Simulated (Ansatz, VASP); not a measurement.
Two plane-wave programs on Mg5ZrN2

```xyz
8
Lattice="3.2136 0.0000 0.0000 -1.6068 2.7831 0.0000 0.0000 0.0000 15.4763" Properties=species:S:1:pos:R:3 pbc="T T T"
Mg    0.0000    1.8554    2.5126
Mg    1.6068    0.9277   12.9637
Mg    0.0000    1.8554   10.3069
Mg    0.0000    0.0000    7.7381
Mg    1.6068    0.9277    5.1694
Zr    0.0000    0.0000    0.0000
N     0.0000    1.8554   14.1671
N     1.6068    0.9277    1.3092
```

Alike in both runs: functional PBE; k mesh 6 × 6 × 2; occupations gaussian, width 0.2 eV; no spin polarisation.

Ansatz relaxed the structure, and its values are those at the end. VASP's run is a single point on that final structure, the one shown.

|  | VASP | Ansatz |
| --- | --- | --- |
| version | VASP 6.6.1 | Ansatz 0.2.0 |
| potentials or method | VASP PAW PBE potentials, release 64 (Mg, Zr_sv, N), cutoff 600 eV | scalar-relativistic, plane waves, PAW |
| valence electrons in the cell | 32 | 72 |

|  | VASP | Ansatz | Ansatz less VASP |
| --- | --- | --- | --- |
| gap on the k mesh at the Fermi level (eV) | none | none | - |
| pressure (GPa) | -0.5 | -0.3 | +0.17 |
| rms of the force components (eV/Å) | 0.024 | 0.016 | -0.0081 |

A gap of «none» marks a metal or a gap that the smearing closes. VASP's potentials hold 32 valence electrons a cell and Ansatz's 72, so a difference there can come from the potentials and not from the codes.

The k mesh is coarse, so the values compare programs but aren't converged.
